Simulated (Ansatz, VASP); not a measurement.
## One calculation of K2BRu2, two programs

The input INCAR:

```
SYSTEM = K2BRu2
ALGO     = Fast           ! electronic algorithm
EDIFF    = 1E-6           ! SCF threshold, eV
EDIFFG   = -0.04          ! ionic threshold
ENCUT    = 600            ! plane-wave cutoff, eV
GGA      = PE             ! functional
IBRION   = 2              ! ionic algorithm
ISIF     = 3              ! what is computed and relaxed
ISMEAR   = 0              ! smearing method
LASPH    = .True.         ! aspherical terms in the spheres
LCHARG   = .False.        ! write CHGCAR
LREAL    = .False.        ! projectors in reciprocal space
LWAVE    = .False.        ! write WAVECAR
NELM     = 60             ! most SCF steps
NSW      = 90             ! ionic steps
PREC     = Accurate       ! precision mode
SIGMA    = 0.1            ! smearing width, eV
```

Contents of KPOINTS:

```
k-points
0
Gamma
  6 6 6
  0 0 0
```

Contents of POSCAR:

```
K2BRu2
1.0
    2.6116654100      1.5078457300      4.7573984200
   -2.6116654100      1.5078457300      4.7573984200
    0.0000000000     -3.0156914500      4.7573984200
K B Ru
2 1 2
Direct
    0.8303348900      0.8303348900      0.8303348900
    0.1696651100      0.1696651100      0.1696651100
    0.0000000000      0.0000000000      0.0000000000
    0.3500979500      0.3500979500      0.3500979500
    0.6499020500      0.6499020500      0.6499020500
```

Input for Ansatz:

```yaml
crystal:
  lattice:
    - [2.61166541, 1.50784573, 4.75739842]
    - [-2.61166541, 1.50784573, 4.75739842]
    - [0.0, -3.01569145, 4.75739842]
  atoms:
    - { symbol: K, position: [0.83033489, 0.83033489, 0.83033489] }
    - { symbol: K, position: [0.16966511, 0.16966511, 0.16966511] }
    - { symbol: B, position: [0.0, 0.0, 0.0] }
    - { symbol: Ru, position: [0.35009795, 0.35009795, 0.35009795] }
    - { symbol: Ru, position: [0.64990205, 0.64990205, 0.64990205] }
basis:
  ecutwfc: 420
kpoints:
  mp_grid: { grid: [6, 6, 6] }
hamiltonian:
  xc: pbe
scf:
  occupations: { method: gaussian, width: 0.1 }
  lower_state_search: "off"
output:
  forces: true
  stress: true
  eigenvalues: true
relax:
  adjacent_minimum: "off"
  f_tol: 0.04
  max_steps: 70
  cell: { stress_tol: 0.4 }
```

Alike in both runs: task relaxation of cell and atoms; functional PBE; k mesh 6 × 6 × 6; occupations gaussian, width 0.1 eV; no spin polarisation.

|  | VASP | Ansatz |
| --- | --- | --- |
| version | VASP 6.6.1 | Ansatz 0.2.0 |
| potentials or method | VASP PAW PBE potentials, release 64 (K_sv, B, Ru_pv), cutoff 600 eV | scalar-relativistic, plane waves, PAW |
| valence electrons in the cell | 49 | 53 |

|  | VASP | Ansatz | Ansatz less VASP |
| --- | --- | --- | --- |
| gap on the k mesh at the Fermi level, each at its own relaxed structure (eV) | none | none | - |
| relaxed volume (Å³/atom) | 23.83 | 29.33 | +5.507 |
| relaxed length of the cell vector where the two differ most in proportion (Å) | 8.669 | 10.507 | +1.8374 |

A gap of «none» marks a metal or a gap that the smearing closes. One of these differences is far larger than is usual between the two programs; its cause wasn't traced. VASP's potentials hold 49 valence electrons a cell and Ansatz's 53, so a difference there can come from the potentials and not from the codes.
